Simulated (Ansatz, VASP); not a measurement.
One calculation of Be, two programs

```
CELL_PARAMETERS angstrom
2.28530 0.00000 0.00000
-1.14265 1.97913 0.00000
0.00000 0.00000 3.58420
ATOMIC_POSITIONS crystal
Be 0.66667 0.33333 0.75000
Be 0.33333 0.66667 0.25000
```

Alike in both runs: functional RPBE; k mesh 13 × 13 × 8; occupations gaussian, width 0.01 eV; no spin polarisation.

```csv
,VASP,Ansatz
version,VASP 6.6.1,Ansatz 0.2.0
potentials or method,"VASP PAW PBE potentials, release 64 (Be)",Ansatz PAW earlier set
plane-wave cutoff (eV),600,960
valence electrons in the cell,4,8
task,single point,atomic charges
```

```csv
,VASP,Ansatz,Ansatz less VASP
pressure (GPa),0.2,0.2,-0.01
"traceless stress, the component that is largest in VASP (GPa)",-0.26,-0.30,-0.037
```

VASP's potentials were made for PBE, not for RPBE. VASP's potentials hold 4 valence electrons a cell and Ansatz's 8, so a difference there can come from the potentials and not from the codes.

Noted on Ansatz's run: the potentials were made for another functional, which shifts forces and pressure; odd divisions of the mesh miss points on the zone boundary, where band edges often lie, so the gap on the mesh can be too wide.
